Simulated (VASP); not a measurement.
## NiO: relaxation of cell and atoms with PBEsol

The system is NiO.

```
Ni O
1.0
     0.00000    2.09813    2.09813
     2.09813    0.00000    2.09813
     2.09813    2.09813    0.00000
Ni O
1 1
Direct
  0.00000 0.00000 0.00000
  0.50000 0.50000 0.50000
```

| Item | Value |
| --- | --- |
| Program | VASP 6.6.1 |
| Task | relaxation of cell and atoms |
| Functional | PBEsol |
| Potentials or basis | VASP PAW PBE potentials, release 64 (Ni, O) |
| Cutoff | 600 eV |
| k mesh | 10 × 10 × 10 |
| Occupations | fermi-dirac, width 0.01 eV |
| Spin | collinear spin, ferromagnetic start |
| Starting moments | [2.0, 0.0] μB |
| Dipole correction | no |
| Further INCAR settings | ALGO = Normal; EDIFF = 1e-07; IBRION = 2; EDIFFG = -0.01; NSW = 100; ISIF = 3 |

```
Relaxed volume                                        : 8.68 Å³/atom
Relaxed cell                                          : a = 2.907 Å, b = 2.907 Å, c = 2.907 Å, α = 60.00°, β = 60.00°, γ = 60.00°
Space group after relaxing (to 0.05 Å)                : Fm-3m (No. 225)
Energy gained by relaxing                             : 19.0 meV/atom
Ionic steps                                           : 4
Pressure after relaxing                               : 0.0 GPa
Net moment                                            : 1.14 μB per cell
Site moments                                          : Ni +0.95; O +0.16 μB
Valence electrons inside the program's atomic spheres : Ni 9.13; O 4.95
```

Step by step:
| step | energy change (eV) | largest force (eV/Å) | pressure (GPa) | volume (Å³) |
| --- | --- | --- | --- | --- |
| 1 | 0.0000 | 0.0000 | -11.07 | 18.47 |
| 2 | -0.0250 | 0.0000 | 7.88 | 16.82 |
| 3 | -0.0379 | 0.0000 | -0.59 | 17.41 |
| 4 | -0.0380 | 0.0000 | -0.04 | 17.36 |

Final structure:
```xyz
2
Lattice="0.0000 2.0553 2.0553 2.0553 0.0000 2.0553 2.0553 2.0553 0.0000" Properties=species:S:1:pos:R:3 pbc="T T T"
Ni    0.0000    2.0553    2.0553
O     2.0553    2.0553    2.0553
```

Levels at points of the mesh, in eV from the Fermi level:
Spin up:
| k point | band 7 | band 8 | band 9 | band 10 | band 11 | band 12 |
| --- | --- | --- | --- | --- | --- | --- |
| (0.00, 0.00, 0.00) | -2.48 | -2.48 | -2.48 | 1.69 | 17.71 | 19.15 |
| (0.50, 0.00, 0.00) | -1.16 | 0.69 | 0.69 | 5.50 | 10.29 | 14.18 |
| (0.50, 0.50, 0.00) | -1.60 | -1.32 | -1.32 | 6.38 | 10.66 | 12.32 |
Spin down:
| k point | band 3 | band 4 | band 5 | band 6 | band 7 | band 8 | band 9 | band 10 | band 11 | band 12 |
| --- | --- | --- | --- | --- | --- | --- | --- | --- | --- | --- |
| (0.00, 0.00, 0.00) | -3.06 | -3.06 | -1.89 | -1.89 | -1.89 | -1.13 | -1.13 | 1.92 | 17.69 | 19.33 |
| (0.50, 0.00, 0.00) | -5.50 | -5.50 | -0.93 | -0.93 | -0.54 | 1.90 | 1.90 | 5.62 | 10.62 | 14.37 |
| (0.50, 0.50, 0.00) | -4.46 | -4.46 | -3.01 | -0.67 | -0.66 | -0.66 | -0.03 | 6.68 | 10.89 | 12.54 |

It took 68 s on 1 thread of Intel(R) Xeon(R) 6975P-C (Granite Rapids), with other jobs on the host, peak memory 0.16 GiB.

Caveat: the PAW data sets were made with another functional, which shifts forces and pressure a little; a cell with one magnetic atom can't hold antiferromagnetic order, which such compounds often take; semilocal functionals often make such compounds metallic where correlation or magnetic order opens a gap, which also shifts bond lengths. With open d or f shells a metallic result of PBEsol can be an artefact of self-interaction; +U or a hybrid may open a gap.
